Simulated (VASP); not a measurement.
# YBPd3 (Pm-3m) in VASP: further runs

The runs below take YBPd3 through single point, with LDA.

All numbers are computed with VASP 6.6.1; they aren't measurements. Logs are shortened: lines on timing, memory, paths and dates and some standing lists are left out, and cuts for length are marked.

## Step 1: The cell of the first run

Symmetry: Pm-3m, No. 221, cubic system. Conventional cell: a = 4.354 Å, b = 4.354 Å, c = 4.354 Å, α = 90.00°, β = 90.00°, γ = 90.00°. Within 4.1 Å of Y (site symmetry m-3m) lie 12 Pd at 3.08 Å and 8 B at 3.77 Å. B (site symmetry m-3m) has 6 Pd at 2.18 Å within 2.9 Å. Within 2.9 Å of Pd (site symmetry 4/mmm) lie 2 B at 2.18 Å.

## Step 2: Single point, LDA

INCAR

```
PREC = Accurate
ENCUT = 520
EDIFF = 1E-6
ISMEAR = -1
SIGMA = 0.15
LREAL = False
LASPH = True
NELM = 60
ALGO = Normal
ISIF = 2
LWAVE = False
LCHARG = False
GGA = CA
NBANDS = 30
```

KPOINTS

```
Automatic mesh
0
Gamma
  6 6 6
```

POSCAR

```
YBPd3
1.0
    4.3536794573      0.0000000000      0.0000000000
    0.0000000000      4.3536794573      0.0000000000
    0.0000000000      0.0000000000      4.3536794573
Y B Pd
1 1 3
Direct
    0.0000000000      0.0000000000      0.0000000000
    0.5000000000      0.5000000000      0.5000000000
    0.0000000000      0.5000000000      0.5000000000
    0.5000000000      0.5000000000      0.0000000000
    0.5000000000      0.0000000000      0.5000000000
```

Potentials or basis: VASP PAW LDA potentials, release 64 (Y_sv, B, Pd).

Run with:

```
$ cat potpaw_LDA.64/Y_sv/POTCAR potpaw_LDA.64/B/POTCAR potpaw_LDA.64/Pd/POTCAR > POTCAR
$ mpirun -np 1 vasp_std > vasp.out
```

OUTCAR:

```text
PREC = Accurate
   ENCUT = 520
   EDIFF = 1E-6
   ISMEAR = -1
   LREAL = False
   LASPH = True
   NELM = 60
   ISIF = 2
   GGA = CA

 ion  position               nearest neighbor table
   1  0.000  0.000  0.000-   3 3.08   4 3.08   5 3.08   3 3.08   5 3.08   3 3.08   4 3.08   3 3.08
                             4 3.08   5 3.08   5 3.08   4 3.08
   2  0.500  0.500  0.500-   3 2.18   4 2.18   5 2.18   4 2.18   5 2.18   3 2.18
   3  0.000  0.500  0.500-   2 2.18   2 2.18   4 3.08   5 3.08   1 3.08   4 3.08   1 3.08   5 3.08
                             1 3.08   1 3.08   4 3.08   5 3.08   4 3.08   5 3.08
   4  0.500  0.500  0.000-   2 2.18   2 2.18   3 3.08   5 3.08   1 3.08   3 3.08   5 3.08   1 3.08
                             5 3.08   5 3.08   1 3.08   3 3.08   3 3.08   1 3.08
   5  0.500  0.000  0.500-   2 2.18   2 2.18   3 3.08   4 3.08   1 3.08   4 3.08   1 3.08   3 3.08
                             4 3.08   4 3.08   1 3.08   3 3.08   1 3.08   3 3.08

  LATTYP: Found a simple cubic cell.
 ALAT       =     4.3536794573

  Lattice vectors:

 A1 = (   4.3536794573,   0.0000000000,   0.0000000000)
 A2 = (   0.0000000000,   4.3536794573,   0.0000000000)
 A3 = (   0.0000000000,   0.0000000000,   4.3536794573)

Analysis of symmetry for initial positions (statically):
=====================================================================
 Subroutine PRICEL returns:
 Original cell was already a primitive cell.

 Routine SETGRP: Setting up the symmetry group for a
 simple cubic supercell.

 Subroutine GETGRP returns: Found 48 space group operations
 (whereof 48 operations were pure point group operations)
 out of a pool of 48 trial point group operations.

The static configuration has the point symmetry O_h .

Analysis of symmetry for dynamics (positions and initial velocities):
=====================================================================
 Subroutine PRICEL returns:
 Original cell was already a primitive cell.

 Routine SETGRP: Setting up the symmetry group for a
 simple cubic supercell.

 Subroutine GETGRP returns: Found 48 space group operations
 (whereof 48 operations were pure point group operations)
 out of a pool of 48 trial point group operations.

The dynamic configuration has the point symmetry O_h .

 Subroutine INISYM returns: Found 48 space group operations
 (whereof 48 operations are pure point group operations),
 and found     1 'primitive' translations

----------------------------------------------------------------------------------------

                                     Primitive cell

  volume of cell :      82.5219

  direct lattice vectors                    reciprocal lattice vectors
     4.353679457  0.000000000  0.000000000     0.229690773  0.000000000  0.000000000
     0.000000000  4.353679457  0.000000000     0.000000000  0.229690773  0.000000000
     0.000000000  0.000000000  4.353679457     0.000000000  0.000000000  0.229690773

  length of vectors
     4.353679457  4.353679457  4.353679457     0.229690773  0.229690773  0.229690773

  position of ions in fractional coordinates (direct lattice)
     0.000000000  0.000000000  0.000000000
     0.500000000  0.500000000  0.500000000
     0.000000000  0.500000000  0.500000000
     0.500000000  0.500000000  0.000000000
     0.500000000  0.000000000  0.500000000

  ion indices of the primitive-cell ions
   primitive index   ion index
                 1           1
                 2           2
                 3           3
                 4           4
                 5           5

----------------------------------------------------------------------------------------

 KPOINTS: Automatic mesh

Automatic generation of k-mesh.
 Grid dimensions read from file:
 generate k-points for:    6    6    6

 Generating k-lattice:

  Cartesian coordinates                     Fractional coordinates (reciprocal lattice)
     0.038281796  0.000000000  0.000000000     0.166666667  0.000000000  0.000000000
     0.000000000  0.038281796  0.000000000     0.000000000  0.166666667  0.000000000
     0.000000000  0.000000000  0.038281796     0.000000000  0.000000000  0.166666667

  Length of vectors
     0.038281796  0.038281796  0.038281796

  Shift w.r.t. Gamma in fractional coordinates (k-lattice)
     0.000000000  0.000000000  0.000000000

 Subroutine IBZKPT returns following result:
 ===========================================

 Found     20 irreducible k-points:

 Following reciprocal coordinates:
            Coordinates               Weight
  0.000000  0.000000  0.000000      1.000000
  0.166667  0.000000  0.000000      6.000000
  0.333333  0.000000  0.000000      6.000000
  0.500000  0.000000  0.000000      3.000000
  0.166667  0.166667  0.000000     12.000000
  0.333333  0.166667  0.000000     24.000000
[... 12 lines left out ...]
  0.500000  0.500000  0.333333      6.000000
  0.500000  0.500000  0.500000      1.000000
   k-points           NKPTS =     20   k-points in BZ     NKDIM =     20   number of bands    NBANDS=     30
   number of dos      NEDOS =    301   number of ions     NIONS =      5
   total plane-waves  NPLWV =  32768
   dimension x,y,z NGX =    32 NGY =   32 NGZ =   32
   dimension x,y,z NGXF=    64 NGYF=   64 NGZF=   64
   ions per type =               1   1   3
   NGX,Y,Z   is equivalent  to a cutoff of  12.22, 12.22, 12.22 a.u.
   NGXF,Y,Z  is equivalent  to a cutoff of  24.44, 24.44, 24.44 a.u.
 SYSTEM =  unknown system
   PREC   = accura    normal or accurate (medium, high low for compatibility)
   ISTART =      0    job   : 0-new  1-cont  2-samecut
   ICHARG =      2    charge: 1-file 2-atom 10-const
   ISPIN  =      1    spin polarized calculation?
   LNONCOLLINEAR =      F non collinear calculations
   LSORBIT =      F    spin-orbit coupling
   LASPH  =      T    aspherical Exc in radial PAW
   ENCUT  =  520.0 eV  38.22 Ry    6.18 a.u.   8.09  8.09  8.09*2*pi/ulx,y,z
   NELM   =     60;   NELMIN=  2; NELMDL= -5     # of ELM steps
   EDIFF  = 0.1E-05   stopping-criterion for ELM
   LREAL  =      F    real-space projection
   EDIFFG = 0.1E-04   stopping-criterion for IOM
   NSW    =      0    number of steps for IOM
   IBRION =     -1    ionic relax: 0-MD 1-quasi-New 2-CG
   NFREE  =      0    steps in history (QN), initial steepest desc. (CG)
   ISIF   =      2    stress and relaxation
   ISYM   =      2    0-nonsym 1-usesym 2-fastsym
   POTIM  = 0.5000    time-step for ionic-motion
   TEBEG  =    0.0;   TEEND  =   0.0 temperature during run
   PSTRESS=    0.0 pullay stress
   NELECT =      44.0000    total number of electrons
   NUPDOWN=      -1.0000    fix difference up-down
   EMIN   =  10.00;   EMAX   =-10.00  energy-range for DOS
   EFERMI =   0.00;   METHOD = LEGACY
   ISMEAR =    -1;   SIGMA  =   0.15  broadening in eV -4-tet -1-fermi 0-gaus
   EFERMI_NEDOS =   21; number of points for ismear=-14 and -15
   IALGO  =     38    algorithm
   IMIX   =      4    mixing-type and parameters
     AMIX     =   0.40;   BMIX     =  1.00
     AMIX_MAG =   1.60;   BMIX_MAG =  1.00
  volume/ion in A,a.u.               =      16.50       111.38
  Fermi-wavevector in a.u.,A,eV,Ry     =   1.327504  2.508619 23.977108  1.762268
  Thomas-Fermi vector in A             =   2.456812
   LORBIT       =      0    0 simple, 1 ext, 2 COOP (PROOUT), +10 PAW based schemes
   GGA     = CA    functional components
   LHFCALC =     F    Hartree Fock is set to
   AEXX    =    0.0000 exact exchange contribution
   IVDW    =     0    specifies the selected vdW correction
   LEPSILON=     F    determine dielectric tensor
   LRPA    =     F    only Hartree local field effects (RPA)
 non-spin polarized calculation
  energy-cutoff  :      520.00
  volume of cell :       82.52
 maximum number of plane-waves:      2272
   NGX = 17   NGY = 17   NGZ = 17

 number of electron      44.0000011 magnetization

 Free energy of the ion-electron system (eV)
  ---------------------------------------------------
  ext. energy  EPLUGINS =         0.00000000
  ---------------------------------------------------
  free energy    TOTEN  =       -36.90945576 eV

  energy without entropy =      -36.68465939  energy(sigma->0) =      -36.79705757

 E-fermi :   7.3723     XC(G=0): -12.0509

 val. band max:        7.3712592732   @ k =   0.5000   0.1667   0.0000
 cond. band min:       7.5326316729   @ k =   0.3333   0.1667   0.1667
 fundamental gap:      0.1613723997
 Fermi energy:         7.3723321461

 k-point     1 :       0.0000    0.0000    0.0000
  band No.  band energies     occupation
      1     -35.5529      2.00000
      2     -15.6290      2.00000
      3     -15.6290      2.00000
      4     -15.6290      2.00000
      5      -2.5142      2.00000
      6       1.6663      2.00000
[... 22 lines left out ...]
     29      12.6299      0.00000
     30      13.4659      0.00000

 k-point     2 :       0.1667    0.0000    0.0000
  band No.  band energies     occupation
      1     -35.5523      2.00000
      2     -15.6441      2.00000
      3     -15.6299      2.00000
      4     -15.6299      2.00000
      5      -2.3324      2.00000
      6       1.8677      2.00000
[... 22 lines left out ...]
     29      12.6425      0.00000
     30      13.1570      0.00000

 k-point     3 :       0.3333    0.0000    0.0000
  band No.  band energies     occupation
      1     -35.5511      2.00000
      2     -15.6740      2.00000
      3     -15.6316      2.00000
      4     -15.6316      2.00000
      5      -1.8842      2.00000
      6       2.2610      2.00000
[... 22 lines left out ...]
     29      12.4418      0.00000
     30      12.6756      0.00000

 k-point     4 :       0.5000    0.0000    0.0000
  band No.  band energies     occupation
      1     -35.5506      2.00000
      2     -15.6888      2.00000
      3     -15.6325      2.00000
      4     -15.6325      2.00000
      5      -1.5854      2.00000
      6       1.8873      2.00000
[... 484 lines left out ...]
     29      12.0851      0.00000
     30      12.6665      0.00000

 k-point    19 :       0.5000    0.5000    0.3333
  band No.  band energies     occupation
      1     -35.5484      2.00000
      2     -15.6677      2.00000
      3     -15.6677      2.00000
      4     -15.6573      2.00000
      5       0.1314      2.00000
      6       1.0105      2.00000
[... 22 lines left out ...]
     29      12.4331      0.00000
     30      12.8921      0.00000

 k-point    20 :       0.5000    0.5000    0.5000
  band No.  band energies     occupation
      1     -35.5482      2.00000
      2     -15.6646      2.00000
      3     -15.6646      2.00000
      4     -15.6646      2.00000
      5       0.8920      2.00000
      6       0.8920      2.00000
[... 22 lines left out ...]
     29      12.7522      0.00000
     30      12.7522      0.00000

------------------------ aborting loop because EDIFF is reached ----------------------------------------

  FORCE on cell =-STRESS in cart. coord.  units (eV):
  Direction    XX          YY          ZZ          XY          YZ          ZX
  --------------------------------------------------------------------------------------
  -------------------------------------------------------------------------------------
  Total       -6.5096541     -6.5096541     -6.5096541      0.0000000      0.0000000      0.0000000
  in kB     -126.3860509   -126.3860509   -126.3860509      0.0000000      0.0000000      0.0000000
  external PRESSURE =    -126.3860509 kB  Pullay stress =       0.0000000 kB

 VOLUME and BASIS-vectors are now :
 -----------------------------------------------------------------------------
  energy-cutoff  :      520.00
  volume of cell :       82.52
      direct lattice vectors                 reciprocal lattice vectors
     4.353679457  0.000000000  0.000000000     0.229690773  0.000000000  0.000000000
     0.000000000  4.353679457  0.000000000     0.000000000  0.229690773  0.000000000
     0.000000000  0.000000000  4.353679457     0.000000000  0.000000000  0.229690773

 POSITION                                       TOTAL-FORCE (eV/Angst)
 -----------------------------------------------------------------------------------
      0.00000      0.00000      0.00000         0.000000      0.000000      0.000000
      2.17684      2.17684      2.17684         0.000000      0.000000      0.000000
      0.00000      2.17684      2.17684         0.000000      0.000000      0.000000
      2.17684      2.17684      0.00000         0.000000      0.000000      0.000000
      2.17684      0.00000      2.17684         0.000000      0.000000      0.000000
 -----------------------------------------------------------------------------------
    total drift:                                0.000000     -0.000000     -0.000000

  FREE ENERGIE OF THE ION-ELECTRON SYSTEM (eV)
  ---------------------------------------------------
  free  energy   TOTEN  =       -36.9094557604 eV

  energy  without entropy=      -36.6846593882  energy(sigma->0) =      -36.79705757
```

It took 61 s on 1 thread of Intel Xeon 8259CL, shared host; peak memory 0.19 GiB.

What came out:

```
Free energy            : -36.9095 eV
Pressure               : -12.6 GPa
Band gap on the k mesh : zero (bands 22 and 23 overlap by 1.72 eV)
```

Caveat: the cell stands under tension.

## Step 3: Single point, LDA

This run uses another cell than the first one, of 16.83 Å³/atom.

INCAR

```
  PREC = Accurate
  ENCUT = 520
  EDIFF = 1E-7
  ISMEAR = -1
  SIGMA = 0.15
  LREAL = False
  LASPH = True
  NELM = 60
  ALGO = Normal
  ISIF = 2
  LWAVE = False
  LCHARG = True
  LELF = True
  LVHAR = True
  NBANDS = 30
```

KPOINTS

```
regular mesh
0
Gamma
  6 6 6
```

Edit POSCAR of step 2 so:

```diff
@@ -2,5 +2,5 @@
 1.0
-    4.3536794573      0.0000000000      0.0000000000
-    0.0000000000      4.3536794573      0.0000000000
-    0.0000000000      0.0000000000      4.3536794573
+    4.3819508953      0.0000000000      0.0000000000
+    0.0000000000      4.3819508953      0.0000000000
+    0.0000000000      0.0000000000      4.3819508953
 Y B Pd
```

Potentials or basis: VASP PAW LDA potentials, release 64 (Y_sv, B, Pd).

Run with:

```
$ cat potpaw_LDA.64/Y_sv/POTCAR potpaw_LDA.64/B/POTCAR potpaw_LDA.64/Pd/POTCAR > POTCAR
$ mpirun -np 1 vasp_std > vasp.out
```

Wall time 81 s (1 thread of Intel Xeon 8259CL, shared host); peak memory 0.21 GiB.

Results (log left out):

* Free energy: -36.7719 eV
* Pressure: -14.7 GPa
* Band gap on the k mesh: zero (bands 22 and 23 overlap by 1.67 eV)

Levels at points of the mesh, in eV from the Fermi level:
| k point | band 19 | band 20 | band 21 | band 22 | band 23 | band 24 | band 25 | band 26 |
| --- | --- | --- | --- | --- | --- | --- | --- | --- |
| (0.00, 0.00, 0.00) | -1.57 | -1.57 | -1.33 | -1.33 | -1.33 | 1.73 | 1.73 | 3.86 |
| (0.50, 0.00, 0.00) | -2.57 | -2.23 | -1.57 | 0.34 | 0.34 | 1.51 | 2.51 | 2.51 |
| (0.50, 0.50, 0.00) | -2.49 | -2.39 | -1.42 | -0.42 | -0.42 | 1.68 | 1.68 | 2.24 |
| (0.50, 0.50, 0.50) | -1.69 | -1.69 | 0.25 | 0.25 | 0.25 | 0.40 | 0.40 | 0.40 |

Caveat: the cell stands under tension.

(Continued in part 2 of 2.)

The gap in the log of VASP goes by the Fermi energy; the results here count the filled bands.